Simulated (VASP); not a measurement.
Pb, 1 atom in the cell. The typed cell holds 1 atom: a = 3.535 Å, b = 3.650 Å, c = 3.679 Å, α = 57.73°, β = 60.47°, γ = 62.11°. 

```yaml
Program: VASP 6.6.1
Task: single point
Functional: HF
Potentials_or_basis: VASP PAW PBE potentials, release 64 (Pb_d)
Cutoff: 520 eV
k_mesh: 5 × 5 × 5
Occupations: fermi-dirac, width 0.05 eV
Spin: no spin polarisation
Dipole_correction: no
Grid_for_exact_exchange_PRECFOCK: Normal
Further_INCAR_settings: ALGO = Normal; EDIFF = 1e-06; NBANDS = 13
Share_of_exact_exchange: 1
```

Potentials or basis: VASP PAW PBE potentials, release 64 (Pb_d).

Launch:

```console
$ cat potpaw_PBE.64/Pb_d/POTCAR > POTCAR
$ cp INCAR.step1 INCAR
$ mpirun -np 1 vasp_std > vasp.out
$ cp INCAR.step2 INCAR
$ mpirun -np 1 vasp_std > vasp.out
```

Hardware: 1 thread of Intel(R) Xeon(R) Platinum 8259CL CPU @ 2.50GHz (Skylake/Cascade Lake), on a shared host.

Task: How long does it take, and how much memory?

Result: Run time: 61 min on 1 thread of Intel(R) Xeon(R) Platinum 8259CL CPU @ 2.50GHz (Skylake/Cascade Lake), on a shared host, peak memory 0.19 GiB. Counts: k points 63.
